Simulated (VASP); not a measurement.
Here is a VASP 6.6.1 calculation.

Contents of INCAR:

```
  ALGO = Fast
  EDIFF = 1E-6
  ENCUT = 520
  GGA = PS
  ISIF = 2
  ISMEAR = -1
  LASPH = T
  LCHARG = F
  LREAL = F
  LWAVE = F
  NBANDS = 21
  NELM = 80
  PREC = Accurate
  SIGMA = 0.15
```

KPOINTS

```
k-points
0
Gamma
  18 18 10
```

POSCAR

```
Ru
1.0
    2.6710887626      0.0000000000      0.0000000000
   -1.3355443813      2.3132307242      0.0000000000
    0.0000000000      0.0000000000      4.2232267454
Ru
2
Direct
    0.3333333333      0.6666666667      0.2500000000
    0.6666666667      0.3333333333      0.7500000000
```

Potentials or basis: VASP PAW PBE potentials, release 64 (Ru_pv).

Launch:

```console
$ cat potpaw_PBE.64/Ru_pv/POTCAR > POTCAR
$ mpirun -np 1 vasp_std > vasp.out
```

What does it give for the band gap on the k mesh?

Zero (band 14 reaches 15.02 eV, above the bottom of band 15 at 11.69 eV).

What does it give for the pressure?

8.0 GPa.

Caveat: the PAW data sets were made with another functional, which shifts forces and pressure a little.
